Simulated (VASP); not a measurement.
Here is a VASP 6.6.1 calculation.

File INCAR:

```
SYSTEM = Li7Cl8
  ALGO = Normal
  EDIFF = 1E-6
  ENCUT = 520
  GGA = PE
  ISIF = 2
  ISMEAR = 1
  LASPH = .TRUE.
  LCHARG = .TRUE.
  LELF = .TRUE.
  LREAL = Auto
  LVHAR = .TRUE.
  LWAVE = .FALSE.
  NBANDS = 52
  NELM = 80
  PREC = Accurate
  SIGMA = 0.15
```

The input KPOINTS:

```
k-points
0
G
  3 3 3
  0 0 0
```

The input POSCAR:

```
Li7Cl8
1.0
    0.0000000000      5.1028676200      5.1028676200
    5.1028676200      0.0000000000      5.1028676200
    5.1028676200      5.1028676200      0.0000000000
Li Cl
7 8
Direct
    0.0004762028     -0.2497768108      0.0001167971
    0.0080151011      0.0113890864      0.4702436314
   -0.0072956037      0.4893184942      0.5297398838
    0.4706191065      0.0114316115      0.0076944971
    0.5003392583      0.0158926325      0.5001378029
    0.5301731696      0.4892528449     -0.0076028819
    0.5004881941      0.4846798279      0.5000386430
    0.2402185577      0.2703990389      0.2399112795
    0.2603678165      0.2503277755      0.7400222348
    0.2402917519      0.7504956595      0.2398772790
    0.2932867578      0.7503242853      0.7070401916
    0.7403281412      0.2502819189      0.2601236400
    0.7604687774      0.2302814001      0.7601897186
    0.7074608375      0.7503316341      0.2930328810
    0.7604925875      0.7501127376      0.7602078456
```

Potentials or basis: VASP PAW PBE potentials, release 64 (Li_sv, Cl).

Launch:

```bash
$ cat potpaw_PBE.64/Li_sv/POTCAR potpaw_PBE.64/Cl/POTCAR > POTCAR
$ mpirun -np 1 vasp_std > vasp.out
```

Problem. Estimate the largest force.

Solution. 0.039 eV/Å.

Problem. What does it give for the band gap on the k mesh?

Solution. Zero (an odd number of electrons rules out a gap without spin polarisation).

Forces in eV/Å, atoms in the order of the input:
```
Li   0.000  0.000 -0.001
Li   0.019  0.016 -0.020
Li  -0.019 -0.017  0.019
Li  -0.019  0.016  0.019
Li  -0.002  0.000 -0.002
Li   0.019 -0.017 -0.019
Li   0.003  0.000  0.002
Cl   0.005 -0.008  0.005
Cl  -0.010  0.000  0.011
Cl  -0.005 -0.008 -0.005
Cl  -0.027  0.000  0.028
Cl   0.010  0.000 -0.010
Cl  -0.005  0.009 -0.005
Cl   0.027  0.000 -0.028
Cl   0.005  0.008  0.005
```

Caveat: an odd number of electrons without spin polarisation forces a metal; a magnetic or distorted state may lie lower.
